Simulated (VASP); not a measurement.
# Bi (Im-3m) in VASP: further runs

Runs on Bi. Level: r2SCAN. Tasks: single point, relaxation of cell and atoms.

Everything below comes from runs of VASP 6.6.1. Logs are shortened: lines on timing, memory, paths and dates and some standing lists are left out, and cuts for length are marked.

### 1 The cell of the first run

The structure is cubic, space group Im-3m (No. 229). The conventional cell has a = 3.960 Å, b = 3.960 Å, c = 3.960 Å, α = 90.00°, β = 90.00°, γ = 90.00°. Bi (site symmetry m-3m) has 14 Bi at 3.43 to 3.96 Å within 4.5 Å.

### 2 Single point, r2SCAN

Contents of POSCAR:

```
Bi
1.0
   -1.9801955645      1.9801955645      1.9801955645
    1.9801955645     -1.9801955645      1.9801955645
    1.9801955645      1.9801955645     -1.9801955645
Bi
1
Direct
    0.0000000000      0.0000000000      0.0000000000
```

Contents of INCAR.step1:

```
SYSTEM = Bi
PREC = Accurate ; ENCUT = 520
ISMEAR = 0 ; SIGMA = 0.1
LREAL = .FALSE. ; LASPH = .TRUE.
NELM = 100 ; NBANDS = 14
GGA = PE ; ALGO = Normal
EDIFF = 1E-4 ; LWAVE = .TRUE.
LCHARG = .FALSE.
```

Contents of INCAR.step2:

```
SYSTEM = Bi
PREC = Accurate ; ENCUT = 520
EDIFF = 1E-6 ; ISMEAR = 0
SIGMA = 0.1 ; LREAL = .FALSE.
LASPH = .TRUE. ; NELM = 100
ALGO = Normal ; ISIF = 2
LWAVE = .FALSE. ; LCHARG = .FALSE.
METAGGA = R2SCAN ; LMIXTAU = .TRUE.
NBANDS = 14 ; ISTART = 1
```

Contents of KPOINTS:

```
regular mesh
0
G
  16 16 16
  0 0 0
```

Potentials or basis: VASP PAW PBE potentials, release 64 (Bi_d).

On the command line:

```console
> cat potpaw_PBE.64/Bi_d/POTCAR > POTCAR
> cp INCAR.step1 INCAR
> mpirun -np 1 vasp_std > vasp.out
> cp INCAR.step2 INCAR
> mpirun -np 1 vasp_std > vasp.out
```

OUTCAR:

```text
SYSTEM = Bi
   PREC = Accurate
   ENCUT = 520
   EDIFF = 1E-6
   ISMEAR = 0
   LREAL = .FALSE.
   LASPH = .TRUE.
   NELM = 100
   ISIF = 2
   METAGGA = R2SCAN
   ISTART = 1

 ion  position               nearest neighbor table
   1  0.000  0.000  0.000-

  LATTYP: Found a body centered cubic cell.
 ALAT       =     3.9603911290

  Lattice vectors:

 A1 = (  -1.9801955645,   1.9801955645,   1.9801955645)
 A2 = (   1.9801955645,  -1.9801955645,   1.9801955645)
 A3 = (   1.9801955645,   1.9801955645,  -1.9801955645)

Analysis of symmetry for initial positions (statically):
=====================================================================
 Subroutine PRICEL returns:
 Original cell was already a primitive cell.

 Routine SETGRP: Setting up the symmetry group for a
 body centered cubic supercell.

 Subroutine GETGRP returns: Found 48 space group operations
 (whereof 48 operations were pure point group operations)
 out of a pool of 48 trial point group operations.

The static configuration has the point symmetry O_h .

Analysis of symmetry for dynamics (positions and initial velocities):
=====================================================================
 Subroutine PRICEL returns:
 Original cell was already a primitive cell.

 Routine SETGRP: Setting up the symmetry group for a
 body centered cubic supercell.

 Subroutine GETGRP returns: Found 48 space group operations
 (whereof 48 operations were pure point group operations)
 out of a pool of 48 trial point group operations.

The dynamic configuration has the point symmetry O_h .

 Subroutine INISYM returns: Found 48 space group operations
 (whereof 48 operations are pure point group operations),
 and found     1 'primitive' translations

----------------------------------------------------------------------------------------

                                     Primitive cell

  volume of cell :      31.0588

  direct lattice vectors                    reciprocal lattice vectors
    -1.980195565  1.980195565  1.980195565     0.000000000  0.252500313  0.252500313
     1.980195565 -1.980195565  1.980195565     0.252500313  0.000000000  0.252500313
     1.980195565  1.980195565 -1.980195565     0.252500313  0.252500313  0.000000000

  length of vectors
     3.429799327  3.429799327  3.429799327     0.357089367  0.357089367  0.357089367

  position of ions in fractional coordinates (direct lattice)
     0.000000000  0.000000000  0.000000000

  ion indices of the primitive-cell ions
   primitive index   ion index
                 1           1

[... 72 lines left out ...]
   LREAL  =      F    real-space projection
   EDIFFG = 0.1E-04   stopping-criterion for IOM
   NSW    =      0    number of steps for IOM
   IBRION =     -1    ionic relax: 0-MD 1-quasi-New 2-CG
   NFREE  =      0    steps in history (QN), initial steepest desc. (CG)
   ISIF   =      2    stress and relaxation
   ISYM   =      2    0-nonsym 1-usesym 2-fastsym
   POTIM  = 0.5000    time-step for ionic-motion
   TEBEG  =    0.0;   TEEND  =   0.0 temperature during run
   PSTRESS=    0.0 pullay stress
   NELECT =      15.0000    total number of electrons
   NUPDOWN=      -1.0000    fix difference up-down
   EMIN   =  10.00;   EMAX   =-10.00  energy-range for DOS
[... 5 lines left out ...]
     AMIX     =   0.40;   BMIX     =  1.00
     AMIX_MAG =   1.60;   BMIX_MAG =  1.00
  volume/ion in A,a.u.               =      31.06       209.59
  Fermi-wavevector in a.u.,A,eV,Ry     =   1.284430  2.427221 22.446360  1.649761
  Thomas-Fermi vector in A             =   2.416624
   LORBIT       =      0    0 simple, 1 ext, 2 COOP (PROOUT), +10 PAW based schemes
   METAGGA = R2SCAN    functional components
   LHFCALC =     F    Hartree Fock is set to
   AEXX    =    0.0000 exact exchange contribution
   IVDW    =     0    specifies the selected vdW correction
   LEPSILON=     F    determine dielectric tensor
   LRPA    =     F    only Hartree local field effects (RPA)
 non-spin polarized calculation
 Gauss-broadening in eV      SIGMA  =   0.10
  energy-cutoff  :      520.00
  volume of cell :       31.06
 maximum number of plane-waves:       887
 NGX is ok and might be reduce to    28
   NGX = 13   NGY = 13   NGZ = 13

 number of electron      14.9999994 magnetization

 Free energy of the ion-electron system (eV)
  ---------------------------------------------------
  ext. energy  EPLUGINS =         0.00000000
  ---------------------------------------------------
  free energy    TOTEN  =       -58.27060373 eV

  energy without entropy =      -58.26703124  energy(sigma->0) =      -58.26881748

 E-fermi :   7.8538     XC(G=0): -11.0752

 val. band max:        7.7866982064   @ k =  -0.4375   0.5000   0.1250
 cond. band min:       7.8724268094   @ k =  -0.2500   0.3750   0.1250
 fundamental gap:      0.0857286030
 Fermi energy:         7.8537555290

 k-point     1 :       0.0000    0.0000    0.0000
  band No.  band energies     occupation
      1     -15.8933      2.00000
      2     -15.8933      2.00000
      3     -15.8933      2.00000
      4     -15.7495      2.00000
      5     -15.7495      2.00000
      6      -6.2811      2.00000
      7      13.2152      0.00000
      8      13.2152      0.00000
      9      13.2152      0.00000
     10      18.0030      0.00000
     11      19.1397      0.00000
     12      19.1397      0.00000
     13      19.1397      0.00000
     14      20.0390      0.00000
[... 377 lines left out ...]
      1     -15.9067      2.00000
      2     -15.8473      2.00000
      3     -15.7722      2.00000
      4     -15.7652      2.00000
      5     -15.7102      2.00000
      6      -3.7614      2.00000
      7       4.7615      2.00000
      8       7.7495      1.85944
      9      10.9371      0.00000
     10      16.3443      0.00000
     11      17.9134      0.00000
     12      20.2528      0.00000
     13      22.5077      0.00000
     14      22.9796      0.00000

 [... further k-points ...]
[... 5 lines left out ...]
  --------------------------------------------------------------------------------------
  -------------------------------------------------------------------------------------
  Total       -0.0032689     -0.0032689     -0.0032689      0.0000000      0.0000000      0.0000000
  in kB       -0.1686271     -0.1686271     -0.1686271      0.0000000      0.0000000      0.0000000
  external PRESSURE =      -0.1686271 kB  Pullay stress =       0.0000000 kB

 VOLUME and BASIS-vectors are now :
 -----------------------------------------------------------------------------
  energy-cutoff  :      520.00
  volume of cell :       31.06
      direct lattice vectors                 reciprocal lattice vectors
    -1.980195565  1.980195565  1.980195565     0.000000000  0.252500313  0.252500313
     1.980195565 -1.980195565  1.980195565     0.252500313  0.000000000  0.252500313
     1.980195565  1.980195565 -1.980195565     0.252500313  0.252500313  0.000000000

 POSITION                                       TOTAL-FORCE (eV/Angst)
 -----------------------------------------------------------------------------------
      0.00000      0.00000      0.00000         0.000000      0.000000     -0.000000
 -----------------------------------------------------------------------------------
    total drift:                                0.000000     -0.000000      0.000000

  FREE ENERGIE OF THE ION-ELECTRON SYSTEM (eV)
  ---------------------------------------------------
  free  energy   TOTEN  =       -58.2706037292 eV

  energy  without entropy=      -58.2670312373  energy(sigma->0) =      -58.26881748
```

OUTCAR.step1:

```text
SYSTEM = Bi
   PREC = Accurate
   ENCUT = 520
   ISMEAR = 0
   LREAL = .FALSE.
   LASPH = .TRUE.
   NELM = 100
[... 625 lines left out ...]
 -----------------------------------------------------------------------------------
      0.00000      0.00000      0.00000        -0.000000     -0.000000      0.000000
 -----------------------------------------------------------------------------------
    total drift:                                0.000000     -0.000000      0.000000

  FREE ENERGIE OF THE ION-ELECTRON SYSTEM (eV)
  ---------------------------------------------------
  free  energy   TOTEN  =        -3.7545789313 eV

  energy  without entropy=       -3.7502232767  energy(sigma->0) =       -3.75240110
```

Wall time 5.3 min (1 thread of AMD EPYC 7R43 (Zen 3), shared host); peak memory 0.16 GiB.

Results:

```
Free energy : -58.2706 eV
Pressure    : 0.0 GPa
```

Caveat: the PAW data sets were made with another functional, which shifts forces and pressure a little; spin-orbit coupling is left out, which moves the levels of the heavy elements.

### 3 Relaxation of cell and atoms, r2SCAN

Contents of POSCAR:

```
Bi
1.0
   -1.9814305318      1.9814305318      1.9814305318
    1.9814305318     -1.9814305318      1.9814305318
    1.9814305318      1.9814305318     -1.9814305318
Bi
1
Direct
    0.0000000000      0.0000000000      0.0000000000
```

Contents of INCAR.step1:

```
PREC = Accurate ; ENCUT = 600
ISMEAR = 0 ; SIGMA = 0.1
LREAL = False ; LASPH = True
NELM = 100 ; GGA = PE
ALGO = Normal ; EDIFF = 1E-4
LWAVE = True ; LCHARG = False
```

Contents of INCAR.step2:

```
PREC = Accurate ; ENCUT = 600
EDIFF = 1E-7 ; ISMEAR = 0
SIGMA = 0.1 ; LREAL = False
LASPH = True ; NELM = 100
ALGO = Normal ; ISIF = 3
LWAVE = False ; LCHARG = False
METAGGA = R2SCAN ; LMIXTAU = True
IBRION = 2 ; NSW = 100
EDIFFG = -0.005 ; ISTART = 1
```

Contents of KPOINTS:

```
Automatic mesh
0
Gamma
  16 16 16
```

Potentials or basis: VASP PAW PBE potentials, release 64 (Bi_d).

On the command line:

```console
> cat potpaw_PBE.64/Bi_d/POTCAR > POTCAR
> cp INCAR.step1 INCAR
> mpirun -np 1 vasp_std > vasp.out
> cp INCAR.step2 INCAR
> mpirun -np 1 vasp_std > vasp.out
```

OUTCAR:

```text
PREC = Accurate
   ENCUT = 600
   EDIFF = 1E-7
   ISMEAR = 0
   LREAL = False
   LASPH = True
   NELM = 100
   ISIF = 3
   METAGGA = R2SCAN
   IBRION = 2
   NSW = 100
   EDIFFG = -0.005
   ISTART = 1

 ion  position               nearest neighbor table
   1  0.000  0.000  0.000-

  LATTYP: Found a body centered cubic cell.
 ALAT       =     3.9628610636

  Lattice vectors:

 A1 = (  -1.9814305318,   1.9814305318,   1.9814305318)
 A2 = (   1.9814305318,  -1.9814305318,   1.9814305318)
[... 555 lines left out ...]
      5     -15.7185      2.00000
      6      -3.7680      2.00000
      7       4.7544      2.00000
      8       7.7415      1.85702
      9      10.9267      0.00000
     10      16.3327      0.00000
     11      17.9025      0.00000

 [... further k-points ...]
[... 5 lines left out ...]
  --------------------------------------------------------------------------------------
  -------------------------------------------------------------------------------------
  Total        0.0042353      0.0042353      0.0042353      0.0000000     -0.0000000      0.0000000
  in kB        0.2183361      0.2183361      0.2183361      0.0000000     -0.0000000      0.0000000
  external PRESSURE =       0.2183361 kB  Pullay stress =       0.0000000 kB

 VOLUME and BASIS-vectors are now :
 -----------------------------------------------------------------------------
  energy-cutoff  :      600.00
  volume of cell :       31.08
      direct lattice vectors                 reciprocal lattice vectors
    -1.980635805  1.980635805  1.980635805     0.000000000  0.252444189  0.252444189
     1.980635805 -1.980635805  1.980635805     0.252444189  0.000000000  0.252444189
     1.980635805  1.980635805 -1.980635805     0.252444189  0.252444189  0.000000000

 POSITION                                       TOTAL-FORCE (eV/Angst)
 -----------------------------------------------------------------------------------
      0.00000      3.96127      0.00000        -0.000000     -0.000000      0.000000
 -----------------------------------------------------------------------------------
    total drift:                                0.000000      0.000000     -0.000000

  FREE ENERGIE OF THE ION-ELECTRON SYSTEM (eV)
  ---------------------------------------------------
  free  energy   TOTEN  =       -58.2706576149 eV

  energy  without entropy=      -58.2670686919  energy(sigma->0) =      -58.26886315

 reached required accuracy - stopping structural energy minimisation
```

OUTCAR.step1:

```text
PREC = Accurate
   ENCUT = 600
   ISMEAR = 0
   LREAL = False
   LASPH = True
   NELM = 100
[... 550 lines left out ...]

 POSITION                                       TOTAL-FORCE (eV/Angst)
 -----------------------------------------------------------------------------------
      0.00000      0.00000      0.00000         0.000000      0.000000     -0.000000
 -----------------------------------------------------------------------------------
    total drift:                                0.000000      0.000000      0.000000

  FREE ENERGIE OF THE ION-ELECTRON SYSTEM (eV)
  ---------------------------------------------------
  free  energy   TOTEN  =        -3.7549278749 eV

  energy  without entropy=       -3.7505354593  energy(sigma->0) =       -3.75273167
```

OSZICAR.step1:

```text
N       E                     dE             d eps       ncg     rms          rms(c)
DAV:   1     0.108771189278E+03    0.10877E+03   -0.87380E+03  3199   0.172E+03
DAV:   2     0.193687289279E+01   -0.10683E+03   -0.10446E+03  3268   0.373E+02
DAV:   3    -0.361711925755E+01   -0.55540E+01   -0.54865E+01  3672   0.916E+01
DAV:   4    -0.375218018731E+01   -0.13506E+00   -0.13496E+00  3729   0.152E+01
DAV:   5    -0.375823683076E+01   -0.60566E-02   -0.60564E-02  4164   0.298E+00    0.456E-01
DAV:   6    -0.375507157814E+01    0.31653E-02   -0.89971E-03  3939   0.150E+00    0.273E-01
DAV:   7    -0.375485618757E+01    0.21539E-03   -0.59559E-03  3766   0.123E+00    0.809E-02
DAV:   8    -0.375492787485E+01   -0.71687E-04   -0.50964E-04  3547   0.406E-01
   1 F= -.37549279E+01 E0= -.37527317E+01  d E =-.439242E-02
```

Run time: 8.9 min. Hardware: 1 thread of AMD EPYC 7R43 (Zen 3), shared host; peak memory 0.17 GiB.

Results:

```
Free energy                            : -58.2707 eV
Relaxed volume                         : 31.08 Å³/atom
Relaxed cell                           : a = 3.431 Å, b = 3.431 Å, c = 3.431 Å, α = 109.47°, β = 109.47°, γ = 109.47°
Space group after relaxing (to 0.05 Å) : Im-3m (No. 229)
Energy gained by relaxing              : 0.0 meV/atom
Ionic steps                            : 2
Pressure after relaxing                : 0.0 GPa
```

Final structure:
```xyz
1
Lattice="-1.9806 1.9806 1.9806 1.9806 -1.9806 1.9806 1.9806 1.9806 -1.9806" Properties=species:S:1:pos:R:3 pbc="T T T"
Bi    0.0000    3.9613    0.0000
```

Levels at points of the mesh, in eV from the Fermi level:
```
           k point  band 5  band 6  band 7  band 8  band 9  band 10
(0.00, 0.00, 0.00)  -23.60  -14.13    5.36    5.36    5.36    10.14
(0.50, 0.00, 0.00)  -23.51  -10.87   -5.31    1.57    3.72     6.57
(0.50, 0.50, 0.50)  -23.53   -8.56   -1.98   -1.98   -1.98     4.01
```

Caveat: the PAW data sets were made with another functional, which shifts forces and pressure a little; spin-orbit coupling is left out, which moves the levels of the heavy elements.

### 4 Single point, r2SCAN (volume scaled by 0.94)

Contents of POSCAR:

```
Bi
1.0
   -1.9397720675      1.9397720675      1.9397720675
    1.9397720675     -1.9397720675      1.9397720675
    1.9397720675      1.9397720675     -1.9397720675
Bi
1
Direct
    0.0000000000      0.0000000000      0.0000000000
```

Contents of INCAR.step1:

```
PREC = Accurate
ENCUT = 520
ISMEAR = 0
SIGMA = 0.1
LREAL = False
LASPH = True
NELM = 80
NBANDS = 14
GGA = PE
ALGO = Normal
EDIFF = 1E-4
LWAVE = True
LCHARG = False
```

Contents of INCAR.step2:

```
PREC = Accurate
ENCUT = 520
EDIFF = 1E-6
ISMEAR = 0
SIGMA = 0.1
LREAL = False
LASPH = True
NELM = 80
ALGO = Normal
ISIF = 2
LWAVE = False
LCHARG = True
METAGGA = R2SCAN
LMIXTAU = True
LELF = True
LVHAR = True
NBANDS = 14
ISTART = 1
```

KPOINTS is that of step 3.

On the command line:

```console
> cat potpaw_PBE.64/Bi_d/POTCAR > POTCAR
> cp INCAR.step1 INCAR
> mpirun -np 1 vasp_std > vasp.out
> cp INCAR.step2 INCAR
> mpirun -np 1 vasp_std > vasp.out
```

Run time: 4.7 min. Hardware: 1 thread of AMD EPYC 9R45 (Zen 5), shared host; peak memory 0.16 GiB.

The run converged. Its results:

```yaml
Free_energy: -58.2480 eV
Pressure: 4.0 GPa
```

Levels at points of the mesh, in eV from the Fermi level:
```
           k point  band 4  band 5  band 6  band 7  band 8  band 9  band 10  band 11
(0.00, 0.00, 0.00)  -23.64  -23.64  -14.61    5.84    5.84    5.84    11.02    11.28
(0.50, 0.00, 0.00)  -23.65  -23.53  -10.96   -5.71    1.70    3.91     6.81     8.17
(0.50, 0.50, 0.50)  -23.55  -23.55   -8.34   -2.13   -2.13   -2.13     3.94     3.94
```

Caveat: the cell differs from its parent crystal (volume scaled by 0.94); the PAW data sets were made with another functional, which shifts forces and pressure a little; spin-orbit coupling is left out, which moves the levels of the heavy elements.

### 5 Single point, r2SCAN (volume scaled by 0.97)

Contents of POSCAR:

```
Bi
1.0
   -1.9601922215      1.9601922215      1.9601922215
    1.9601922215     -1.9601922215      1.9601922215
    1.9601922215      1.9601922215     -1.9601922215
Bi
1
Direct
    0.0000000000      0.0000000000      0.0000000000
```

Contents of INCAR.step1:

```
PREC     = Accurate       # precision mode
ENCUT    = 520            # plane-wave cutoff, eV
ISMEAR   = 0              # smearing method
SIGMA    = 0.1            # smearing width, eV
LREAL    = F              # projectors in reciprocal space
LASPH    = T              # aspherical terms in the spheres
NELM     = 100            # most SCF steps
NBANDS   = 14             # bands
GGA      = PE             # functional
ALGO     = Normal         # electronic algorithm
EDIFF    = 1E-4           # SCF threshold, eV
LWAVE    = T              # write WAVECAR
LCHARG   = F              # write CHGCAR
```

Contents of INCAR.step2:

```
PREC     = Accurate       # precision mode
ENCUT    = 520            # plane-wave cutoff, eV
EDIFF    = 1E-7           # SCF threshold, eV
ISMEAR   = 0              # smearing method
SIGMA    = 0.1            # smearing width, eV
LREAL    = F              # projectors in reciprocal space
LASPH    = T              # aspherical terms in the spheres
NELM     = 100            # most SCF steps
ALGO     = Normal         # electronic algorithm
ISIF     = 2              # what is computed and relaxed
LWAVE    = F              # write WAVECAR
LCHARG   = T              # write CHGCAR
METAGGA  = R2SCAN         # meta-GGA
LMIXTAU  = T            
LELF     = T              # ELF
LVHAR    = T            
NBANDS   = 14             # bands
ISTART   = 1
```

KPOINTS is that of step 4.

On the command line:

```console
> cat potpaw_PBE.64/Bi_d/POTCAR > POTCAR
> cp INCAR.step1 INCAR
> mpirun -np 1 vasp_std > vasp.out
> cp INCAR.step2 INCAR
> mpirun -np 1 vasp_std > vasp.out
```

Wall time 5.6 min (1 thread of AMD EPYC 9R45 (Zen 5), shared host); peak memory 0.17 GiB.

It converged, with:

```
Free energy : -58.2651 eV
Pressure    : 1.8 GPa
```

Levels at points of the mesh, in eV from the Fermi level:
```
           k point  band 4  band 5  band 6  band 7  band 8  band 9  band 10  band 11
(0.00, 0.00, 0.00)  -23.62  -23.62  -14.36    5.59    5.59    5.59    10.57    11.29
(0.50, 0.00, 0.00)  -23.63  -23.52  -10.92   -5.51    1.63    3.82     6.69     8.08
(0.50, 0.50, 0.50)  -23.54  -23.54   -8.45   -2.06   -2.06   -2.06     3.97     3.97
```

Caveat: the cell differs from its parent crystal (volume scaled by 0.97); the PAW data sets were made with another functional, which shifts forces and pressure a little; spin-orbit coupling is left out, which moves the levels of the heavy elements.

(Continued in part 2 of 2.)
